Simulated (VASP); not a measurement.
Here is a VASP 6.6.1 calculation.

The input INCAR:

```
SYSTEM = Be
PREC = Accurate
ENCUT = 520
EDIFF = 1E-6
ISMEAR = 0
SIGMA = 0.1
LREAL = .FALSE.
LASPH = .TRUE.
NELM = 60
ALGO = Normal
ISIF = 2
LWAVE = .FALSE.
LCHARG = .TRUE.
GGA = PE
LELF = .TRUE.
LVHAR = .TRUE.
NBANDS = 12
```

KPOINTS

```
regular mesh
0
G
  10 10 16
  0 0 0
```

POSCAR

```
Be
1.0
    4.0283496040      0.0000000000      0.0000000000
    0.0000000000      4.0283496040      0.0000000000
    0.0000000000      0.0000000000      2.2473801792
Be
4
Direct
    0.3582566797      0.2700320205      0.0000000000
    0.6417433203      0.7299679795      0.0000000000
    0.2299679795      0.8582566797      0.5000000000
    0.7700320205      0.1417433203      0.5000000000
```

Potentials or basis: VASP PAW PBE potentials, release 64 (Be).

Launch:

```sh
$ cat potpaw_PBE.64/Be/POTCAR > POTCAR
$ mpirun -np 1 vasp_std > vasp.out
```

Problem. Predict the band gap on the k mesh.

Solution. Zero (band 4 reaches 5.88 eV, above the bottom of band 5 at 3.41 eV).

Problem. What does it give for the pressure?

Solution. -0.1 GPa.

Problem. What does it give for the largest force?

Solution. 1.684 eV/Å.

Stress tensor (GPa, compression positive):
```
-1.53  0.00  0.00
 0.00 -1.53  0.00
 0.00  0.00  2.74
```

Caveat: the cell differs from its parent crystal (strained and its atoms moved); forces of over 1 eV/Å act on the atoms, so gaps and moduli don't describe the material at rest.
